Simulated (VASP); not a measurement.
B: relaxation of cell and atoms with PBE

The system is B.

```
CELL_PARAMETERS angstrom
2.33254 -2.86222 0.00000
2.33254 2.86222 0.00000
0.00000 0.00000 3.33066
ATOMIC_POSITIONS crystal
B 0.60400 0.39600 0.31018
B 0.89600 0.10400 0.31018
B 0.39600 0.60400 0.68982
B 0.10400 0.89600 0.68982
B 0.75000 0.75000 0.00000
B 0.25000 0.25000 0.00000
```

The cell was built from a structure type or drawn by symmetry, and may not be a known phase.

- Program: VASP 6.6.1
- Task: relaxation of cell and atoms
- Functional: PBE
- Potentials or basis: VASP PAW PBE potentials, release 64 (B)
- Cutoff: 600 eV
- k mesh: 6 × 6 × 6
- Occupations: gaussian, width 0.1 eV
- Spin: no spin polarisation
- Dipole correction: no
- Further INCAR settings: ALGO = Normal; EDIFF = 1e-06; IBRION = 2; EDIFFG = -0.04; NSW = 90; ISIF = 3

```
Relaxed volume                        : 7.91 Å³/atom
Relaxed cell                          : a = 3.907 Å, b = 3.907 Å, c = 3.139 Å, α = 90.00°, β = 90.00°, γ = 81.91°
Space group after relaxing (to 0.1 Å) : Cmme (No. 67)
Energy gained by relaxing             : 681.6 meV/atom
Ionic steps                           : 43
Pressure after relaxing               : 0.1 GPa
Largest force after relaxing          : 0.023 eV/Å
Band gap on the k mesh                : zero (bands 9 and 10 overlap by 3.55 eV)
```

Forces on the atoms (eV/Å):
```
B    0.000 -0.002  0.023
B    0.000  0.002  0.023
B    0.000  0.002 -0.023
B    0.000 -0.002 -0.023
B    0.000  0.000  0.000
B    0.000  0.000  0.000
```

Stress tensor (GPa, compression positive):
```
 0.08  0.00  0.00
 0.00  0.51  0.00
 0.00  0.00 -0.40
```

Step by step:
```csv
step,energy change (eV),largest force (eV/Å),pressure (GPa),volume (Å³)
1,0.0000,1.2097,28.19,44.47
3,-1.3678,1.8364,-5.15,51.42
5,-1.9412,1.0116,-8.07,51.57
7,-1.9814,0.9071,-8.92,51.56
9,-2.1244,0.1061,-0.97,49.01
11,-2.1356,0.2436,1.63,48.25
13,-2.1828,0.6375,2.31,47.96
15,-2.7056,1.6872,5.18,46.45
17,-2.8796,2.1759,6.91,45.55
19,-2.9086,2.2963,7.99,45.09
21,-2.9110,2.3007,8.00,45.07
23,-2.9152,2.2805,8.03,44.97
25,-2.9278,2.2603,7.94,44.98
27,-2.9832,2.1692,7.56,45.02
29,-3.1842,1.7518,6.14,45.19
31,-3.6160,0.7365,3.17,45.81
33,-3.7105,0.9827,2.99,46.05
35,-3.9763,0.7155,3.57,47.22
37,-4.0405,0.5165,0.79,47.45
39,-4.0745,0.2471,-2.98,48.17
41,-4.0889,0.0520,-0.46,47.53
43,-4.0898,0.0227,0.06,47.43
```

Final structure:
```cif
data_structure
_symmetry_space_group_name_H-M 'P 1'
_symmetry_Int_Tables_number 1
_cell_length_a 3.9067
_cell_length_b 3.9067
_cell_length_c 3.1389
_cell_angle_alpha 90.000
_cell_angle_beta 90.000
_cell_angle_gamma 81.910
_cell_volume 47.43
loop_
_atom_site_label
_atom_site_type_symbol
_atom_site_fract_x
_atom_site_fract_y
_atom_site_fract_z
_atom_site_occupancy
B1 B 0.57793 0.42207 0.25136 1
B2 B 0.92207 0.07793 0.25136 1
B3 B 0.42207 0.57793 0.74864 1
B4 B 0.07793 0.92207 0.74864 1
B5 B 0.75000 0.75000 0.00000 1
B6 B 0.25000 0.25000 0.00000 1
```

Levels at points of the mesh, in eV from the Fermi level:
| k point | band 5 | band 6 | band 7 | band 8 | band 9 | band 10 | band 11 | band 12 | band 13 |
| --- | --- | --- | --- | --- | --- | --- | --- | --- | --- |
| (0.00, 0.00, 0.00) | -4.27 | -3.47 | -3.38 | -0.62 | -0.31 | 1.02 | 1.40 | 3.68 | 4.02 |
| (0.50, 0.00, 0.00) | -3.63 | -3.63 | -1.89 | -1.89 | -0.03 | -0.03 | 3.51 | 3.51 | 7.34 |
| (0.50, 0.50, 0.00) | -2.83 | -2.32 | -0.74 | -0.70 | 1.04 | 1.10 | 3.53 | 4.92 | 5.79 |
| (0.00, 0.00, 0.50) | -3.69 | -3.31 | -3.12 | -2.78 | -2.65 | -2.50 | 4.30 | 4.33 | 5.17 |
| (0.50, 0.00, 0.50) | -4.80 | -4.80 | -2.49 | -2.49 | -0.72 | -0.72 | 2.69 | 2.69 | 7.22 |
| (0.50, 0.50, 0.50) | -6.45 | -5.89 | -5.42 | -3.82 | -1.21 | 4.14 | 5.26 | 5.65 | 8.45 |

Wall time 6.5 min on 1 thread of Intel(R) Xeon(R) Platinum 8488C (Sapphire Rapids) (shared host), peak memory 0.17 GiB.
